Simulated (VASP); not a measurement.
# Y3PbC (Pm-3m) in VASP: single point with LDA

Aim: the single point of Y3PbC with LDA.

All numbers are computed with VASP 6.6.1; they aren't measurements. Logs are shortened: lines on timing, memory, paths and dates and some standing lists are left out, and cuts for length are marked.

### 1 The cell of the first run

Symmetry: Pm-3m, No. 221, cubic system. Conventional cell: a = 4.910 Å, b = 4.910 Å, c = 4.910 Å, α = 90.00°, β = 90.00°, γ = 90.00°. Y (site symmetry 4/mmm) has 2 C at 2.45 Å within 3.2 Å. Within 4.6 Å of Pb (site symmetry m-3m) lie 12 Y at 3.47 Å and 8 C at 4.25 Å. C (site symmetry m-3m) has 6 Y at 2.45 Å within 3.2 Å.

### 2 Single point, LDA

Input file INCAR:

```
SYSTEM = Y3PbC
  ALGO = Normal
  EDIFF = 1E-6
  ENCUT = 520
  GGA = CA
  ISIF = 2
  ISMEAR = -1
  LASPH = .TRUE.
  LCHARG = .FALSE.
  LREAL = .FALSE.
  LWAVE = .FALSE.
  NBANDS = 34
  NELM = 80
  PREC = Accurate
  SIGMA = 0.1
```

Input file KPOINTS:

```
k-points
0
G
  5 5 5
  0 0 0
```

Input file POSCAR:

```
Y3PbC
1.0
    4.9095350000      0.0000000000      0.0000000000
    0.0000000000      4.9095350000      0.0000000000
    0.0000000000      0.0000000000      4.9095350000
Y Pb C
3 1 1
Direct
    0.5000000000      0.0000000000      0.5000000000
    0.0000000000      0.5000000000      0.5000000000
    0.5000000000      0.5000000000      0.0000000000
    0.0000000000      0.0000000000      0.0000000000
    0.5000000000      0.5000000000      0.5000000000
```

Potentials or basis: VASP PAW LDA potentials, release 64 (Y_sv, Pb_d, C).

On the command line:

```bash
$ cat potpaw_LDA.64/Y_sv/POTCAR potpaw_LDA.64/Pb_d/POTCAR potpaw_LDA.64/C/POTCAR > POTCAR
$ mpirun -np 1 vasp_std > vasp.out
```

OUTCAR:

```text
SYSTEM = Y3PbC
   EDIFF = 1E-6
   ENCUT = 520
   GGA = CA
   ISIF = 2
   ISMEAR = -1
   LASPH = .TRUE.
   LREAL = .FALSE.
   NELM = 80
   PREC = Accurate

 ion  position               nearest neighbor table
   1  0.500  0.000  0.500-   5 2.45   5 2.45   4 3.47   2 3.47   3 3.47   4 3.47   2 3.47   3 3.47
                             3 3.47   3 3.47   2 3.47   4 3.47   4 3.47   2 3.47
   2  0.000  0.500  0.500-   5 2.45   5 2.45   4 3.47   1 3.47   3 3.47   4 3.47   1 3.47   4 3.47
                             4 3.47   1 3.47   3 3.47   3 3.47   3 3.47   1 3.47
   3  0.500  0.500  0.000-   5 2.45   5 2.45   4 3.47   1 3.47   1 3.47   2 3.47   2 3.47   1 3.47
                             4 3.47   1 3.47   2 3.47   4 3.47   2 3.47   4 3.47
   4  0.000  0.000  0.000-   1 3.47   2 3.47   3 3.47   1 3.47   2 3.47   2 3.47   3 3.47   2 3.47
                             1 3.47   3 3.47   1 3.47   3 3.47
   5  0.500  0.500  0.500-   1 2.45   2 2.45   3 2.45   3 2.45   1 2.45   2 2.45

  LATTYP: Found a simple cubic cell.
 ALAT       =     4.9095350000

  Lattice vectors:

 A1 = (   4.9095350000,   0.0000000000,   0.0000000000)
 A2 = (   0.0000000000,   4.9095350000,   0.0000000000)
 A3 = (   0.0000000000,   0.0000000000,   4.9095350000)

Analysis of symmetry for initial positions (statically):
=====================================================================
 Subroutine PRICEL returns:
 Original cell was already a primitive cell.

 Routine SETGRP: Setting up the symmetry group for a
 simple cubic supercell.

 Subroutine GETGRP returns: Found 48 space group operations
 (whereof 48 operations were pure point group operations)
 out of a pool of 48 trial point group operations.

The static configuration has the point symmetry O_h .

Analysis of symmetry for dynamics (positions and initial velocities):
=====================================================================
 Subroutine PRICEL returns:
 Original cell was already a primitive cell.

 Routine SETGRP: Setting up the symmetry group for a
 simple cubic supercell.

 Subroutine GETGRP returns: Found 48 space group operations
 (whereof 48 operations were pure point group operations)
 out of a pool of 48 trial point group operations.

The dynamic configuration has the point symmetry O_h .

 Subroutine INISYM returns: Found 48 space group operations
 (whereof 48 operations are pure point group operations),
 and found     1 'primitive' translations

----------------------------------------------------------------------------------------

                                     Primitive cell

  volume of cell :     118.3371

  direct lattice vectors                    reciprocal lattice vectors
     4.909535000  0.000000000  0.000000000     0.203685278  0.000000000  0.000000000
     0.000000000  4.909535000  0.000000000     0.000000000  0.203685278  0.000000000
     0.000000000  0.000000000  4.909535000     0.000000000  0.000000000  0.203685278

  length of vectors
     4.909535000  4.909535000  4.909535000     0.203685278  0.203685278  0.203685278

  position of ions in fractional coordinates (direct lattice)
     0.500000000  0.000000000  0.500000000
     0.000000000  0.500000000  0.500000000
     0.500000000  0.500000000  0.000000000
     0.000000000  0.000000000  0.000000000
     0.500000000  0.500000000  0.500000000

  ion indices of the primitive-cell ions
   primitive index   ion index
                 1           1
                 2           2
                 3           3
                 4           4
                 5           5

----------------------------------------------------------------------------------------

 KPOINTS: k-points

Automatic generation of k-mesh.
 Grid dimensions read from file:
 generate k-points for:    5    5    5

 Generating k-lattice:

  Cartesian coordinates                     Fractional coordinates (reciprocal lattice)
     0.040737056  0.000000000  0.000000000     0.200000000  0.000000000  0.000000000
     0.000000000  0.040737056  0.000000000     0.000000000  0.200000000  0.000000000
     0.000000000  0.000000000  0.040737056     0.000000000  0.000000000  0.200000000

  Length of vectors
     0.040737056  0.040737056  0.040737056

  Shift w.r.t. Gamma in fractional coordinates (k-lattice)
     0.000000000  0.000000000  0.000000000

 Subroutine IBZKPT returns following result:
 ===========================================

 Found     10 irreducible k-points:

 Following reciprocal coordinates:
            Coordinates               Weight
  0.000000  0.000000  0.000000      1.000000
  0.200000  0.000000  0.000000      6.000000
  0.400000  0.000000  0.000000      6.000000
  0.200000  0.200000  0.000000     12.000000
  0.400000  0.200000  0.000000     24.000000
  0.400000  0.400000  0.000000     12.000000
  0.200000  0.200000  0.200000      8.000000
  0.400000  0.200000  0.200000     24.000000
  0.400000  0.400000  0.200000     24.000000
  0.400000  0.400000  0.400000      8.000000
   k-points           NKPTS =     10   k-points in BZ     NKDIM =     10   number of bands    NBANDS=     34
   number of dos      NEDOS =    301   number of ions     NIONS =      5
   total plane-waves  NPLWV =  64000
   dimension x,y,z NGX =    40 NGY =   40 NGZ =   40
   dimension x,y,z NGXF=    80 NGYF=   80 NGZF=   80
   ions per type =               3   1   1
   NGX,Y,Z   is equivalent  to a cutoff of  13.54, 13.54, 13.54 a.u.
   NGXF,Y,Z  is equivalent  to a cutoff of  27.09, 27.09, 27.09 a.u.
 SYSTEM =  Y3PbC
   PREC   = accura    normal or accurate (medium, high low for compatibility)
   ISTART =      0    job   : 0-new  1-cont  2-samecut
   ICHARG =      2    charge: 1-file 2-atom 10-const
   ISPIN  =      1    spin polarized calculation?
   LNONCOLLINEAR =      F non collinear calculations
   LSORBIT =      F    spin-orbit coupling
   LASPH  =      T    aspherical Exc in radial PAW
   ENCUT  =  520.0 eV  38.22 Ry    6.18 a.u.   9.13  9.13  9.13*2*pi/ulx,y,z
   NELM   =     80;   NELMIN=  2; NELMDL= -5     # of ELM steps
   EDIFF  = 0.1E-05   stopping-criterion for ELM
   LREAL  =      F    real-space projection
   EDIFFG = 0.1E-04   stopping-criterion for IOM
   NSW    =      0    number of steps for IOM
   IBRION =     -1    ionic relax: 0-MD 1-quasi-New 2-CG
   NFREE  =      0    steps in history (QN), initial steepest desc. (CG)
   ISIF   =      2    stress and relaxation
   ISYM   =      2    0-nonsym 1-usesym 2-fastsym
   POTIM  = 0.5000    time-step for ionic-motion
   TEBEG  =    0.0;   TEEND  =   0.0 temperature during run
   PSTRESS=    0.0 pullay stress
   NELECT =      51.0000    total number of electrons
   NUPDOWN=      -1.0000    fix difference up-down
   EMIN   =  10.00;   EMAX   =-10.00  energy-range for DOS
   EFERMI =   0.00;   METHOD = LEGACY
   ISMEAR =    -1;   SIGMA  =   0.10  broadening in eV -4-tet -1-fermi 0-gaus
   EFERMI_NEDOS =   21; number of points for ismear=-14 and -15
   IALGO  =     38    algorithm
   IMIX   =      4    mixing-type and parameters
     AMIX     =   0.40;   BMIX     =  1.00
     AMIX_MAG =   1.60;   BMIX_MAG =  1.00
  volume/ion in A,a.u.               =      23.67       159.72
  Fermi-wavevector in a.u.,A,eV,Ry     =   1.236587  2.336810 20.805299  1.529146
  Thomas-Fermi vector in A             =   2.371189
   LORBIT       =      0    0 simple, 1 ext, 2 COOP (PROOUT), +10 PAW based schemes
   GGA     = CA    functional components
   LHFCALC =     F    Hartree Fock is set to
   AEXX    =    0.0000 exact exchange contribution
   IVDW    =     0    specifies the selected vdW correction
   LEPSILON=     F    determine dielectric tensor
   LRPA    =     F    only Hartree local field effects (RPA)
 non-spin polarized calculation
  energy-cutoff  :      520.00
  volume of cell :      118.34
 maximum number of plane-waves:      3199
 NGX is ok and might be reduce to    40
   NGX = 19   NGY = 19   NGZ = 19

 number of electron      50.9999992 magnetization

 Free energy of the ion-electron system (eV)
  ---------------------------------------------------
  ext. energy  EPLUGINS =         0.00000000
  ---------------------------------------------------
  free energy    TOTEN  =       -38.48310669 eV

  energy without entropy =      -38.40978913  energy(sigma->0) =      -38.44644791

 E-fermi :   5.0552     XC(G=0): -10.5329

 val. band max:        5.0418733864   @ k =   0.4000   0.0000   0.0000
 cond. band min:       5.2510244712   @ k =   0.4000   0.2000   0.0000
 fundamental gap:      0.2091510848
 Fermi energy:         5.0551797881

 k-point     1 :       0.0000    0.0000    0.0000
  band No.  band energies     occupation
      1     -37.3673      2.00000
      2     -37.2615      2.00000
      3     -37.2615      2.00000
      4     -17.7762      2.00000
      5     -17.7762      2.00000
      6     -17.7762      2.00000
[... 26 lines left out ...]
     33       7.8110      0.00000
     34       7.8110      0.00000

 k-point     2 :       0.2000    0.0000    0.0000
  band No.  band energies     occupation
      1     -37.3584      2.00000
      2     -37.2703      2.00000
      3     -37.2614      2.00000
      4     -17.7478      2.00000
      5     -17.7478      2.00000
      6     -17.7380      2.00000
[... 26 lines left out ...]
     33       8.2677      0.00000
     34       8.2677      0.00000

 k-point     3 :       0.4000    0.0000    0.0000
  band No.  band energies     occupation
      1     -37.3378      2.00000
      2     -37.2909      2.00000
      3     -37.2612      2.00000
      4     -17.6872      2.00000
      5     -17.6872      2.00000
      6     -17.6432      2.00000
[... 26 lines left out ...]
     33       7.9606      0.00000
     34       8.9411      0.00000
[... 186 lines left out ...]
 k-point     9 :       0.4000    0.4000    0.2000
  band No.  band energies     occupation
      1     -37.3106      2.00000
      2     -37.2929      2.00000
      3     -37.2854      2.00000
      4     -17.8260      2.00000
      5     -17.7612      2.00000
      6     -17.6816      2.00000
[... 26 lines left out ...]
     33       8.0581      0.00000
     34       8.4306      0.00000

 k-point    10 :       0.4000    0.4000    0.4000
  band No.  band energies     occupation
      1     -37.3029      2.00000
      2     -37.2927      2.00000
      3     -37.2927      2.00000
      4     -17.9316      2.00000
      5     -17.7643      2.00000
      6     -17.7595      2.00000
[... 26 lines left out ...]
     33       8.3661      0.00000
     34       8.3661      0.00000

------------------------ aborting loop because EDIFF is reached ----------------------------------------

  FORCE on cell =-STRESS in cart. coord.  units (eV):
  Direction    XX          YY          ZZ          XY          YZ          ZX
  --------------------------------------------------------------------------------------
  -------------------------------------------------------------------------------------
  Total       -3.4142999     -3.4142999     -3.4142999     -0.0000000     -0.0000000      0.0000000
  in kB      -46.2265168    -46.2265168    -46.2265168     -0.0000000     -0.0000000      0.0000000
  external PRESSURE =     -46.2265168 kB  Pullay stress =       0.0000000 kB

 VOLUME and BASIS-vectors are now :
 -----------------------------------------------------------------------------
  energy-cutoff  :      520.00
  volume of cell :      118.34
      direct lattice vectors                 reciprocal lattice vectors
     4.909535000  0.000000000  0.000000000     0.203685278  0.000000000  0.000000000
     0.000000000  4.909535000  0.000000000     0.000000000  0.203685278  0.000000000
     0.000000000  0.000000000  4.909535000     0.000000000  0.000000000  0.203685278

 POSITION                                       TOTAL-FORCE (eV/Angst)
 -----------------------------------------------------------------------------------
      2.45477      0.00000      2.45477         0.000000      0.000000      0.000000
      0.00000      2.45477      2.45477         0.000000      0.000000      0.000000
      2.45477      2.45477      0.00000         0.000000      0.000000      0.000000
      0.00000      0.00000      0.00000         0.000000      0.000000      0.000000
      2.45477      2.45477      2.45477         0.000000      0.000000      0.000000
 -----------------------------------------------------------------------------------
    total drift:                               -0.000000     -0.000000     -0.000000

  FREE ENERGIE OF THE ION-ELECTRON SYSTEM (eV)
  ---------------------------------------------------
  free  energy   TOTEN  =       -38.4831066894 eV

  energy  without entropy=      -38.4097891303  energy(sigma->0) =      -38.44644791
```

Wall time 60 s (1 thread of Intel Xeon 8259CL, shared host); peak memory 0.23 GiB.

What came out:

```
Free energy            : -38.4831 eV
Pressure               : -4.6 GPa
Band gap on the k mesh : zero (an odd number of electrons rules out a gap without spin polarisation)
```

Caveat: the cell stands under tension; spin-orbit coupling is left out, which moves the levels of the heavy elements.

The gap in the log of VASP goes by the Fermi energy; the results here count the filled bands.